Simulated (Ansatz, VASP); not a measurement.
## TiB2 in VASP and in Ansatz

```
CELL_PARAMETERS angstrom
2.99347 0.00000 0.00000
-1.49673 2.59242 0.00000
0.00000 0.00000 3.16069
ATOMIC_POSITIONS crystal
Ti 0.00000 0.00000 0.00000
B 0.33333 0.66667 0.50000
B 0.66667 0.33333 0.50000
```

Alike in both runs: functional LDA; k mesh 13 × 13 × 10; occupations methfessel-paxton of order 1, width 0.05 eV; no spin polarisation.

Ansatz relaxed the structure, and its values are those at the end. VASP's run is a single point on that final structure, the one shown.

|  | VASP | Ansatz |
| --- | --- | --- |
| version | VASP 6.6.1 | Ansatz 0.2.0 |
| potentials or method | VASP PAW LDA potentials, release 64 (Ti_sv, B) | plane waves, PAW |
| plane-wave cutoff (eV) | 520 | 420 |
| valence electrons in the cell | 18 | 18 |

Ansatz gave:

| Property | Result |
| --- | --- |
| pressure (GPa) | 0.0 |

Q: Which values does VASP return?

A: Pressure (GPa): 0.6.

LDA's correlation is that of Perdew and Zunger in VASP and of Perdew and Wang (1992) in Ansatz.
